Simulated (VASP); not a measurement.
Runs of VASP 6.6.1 on SrCl2. The structure is that of space group I4/mmm (No. 139), or close to it. The cells are those of the table. 

```csv
cell,gap on the mesh (eV),pressure (GPa)
"a = 4.942, b = 4.942, c = 4.740 Å, angles 61.3, 61.3, 57.3°, 3 atoms",5.00,2.8
"a = 4.839, b = 4.839, c = 5.029 Å, angles 58.7, 58.7, 62.6°, 3 atoms",4.88,2.1
"a = 4.940, b = 4.940, c = 5.057 Å, angles 59.2, 59.2, 61.6°, 3 atoms",4.98,0.1
"a = 4.992, b = 4.992, c = 5.111 Å, angles 59.2, 59.2, 61.6°, 3 atoms",4.87,-0.9
"a = 4.952, b = 4.952, c = 5.030 Å, angles 59.5, 59.5, 61.1°, 3 atoms",5.08,0.1
"a = 4.844, b = 4.844, c = 4.921 Å, angles 59.5, 59.5, 61.1°, 3 atoms",(b),2.8
"a = 4.919, b = 4.919, c = 5.112 Å, angles 58.7, 58.7, 62.6°, 3 atoms",4.74,0.2
"a = 4.822, b = 4.822, c = 4.974 Å, angles 59.0, 59.0, 62.1°, 3 atoms",(d),2.8
"a = 4.929, b = 4.929, c = 5.084 Å, angles 59.0, 59.0, 62.1°, 3 atoms",4.87,0.2
"a = 4.945, b = 4.945, c = 5.139 Å, angles 58.7, 58.7, 62.6°, 3 atoms",4.70,-0.4
"a = 4.926, b = 4.926, c = 4.765 Å, angles 61.1, 61.1, 57.9°, 3 atoms",(c),2.8
"a = 5.105, b = 5.105, c = 4.897 Å, angles 61.3, 61.3, 57.3°, 3 atoms",(a),-0.9
```

Alike in all rows: task single point; level PBE; potentials or basis VASP PAW PBE potentials, release 64 (Sr_sv, Cl); no spin polarisation; k mesh 6 × 6 × 6; cutoff (eV) 520; smearing gaussian 0.05 eV.

Fill in the values left out.

(a) 4.77; (b) 5.31; (c) 5.14; (d) 5.06.

A k mesh can miss the band edges, and the runs leave out spin-orbit coupling on Sr.
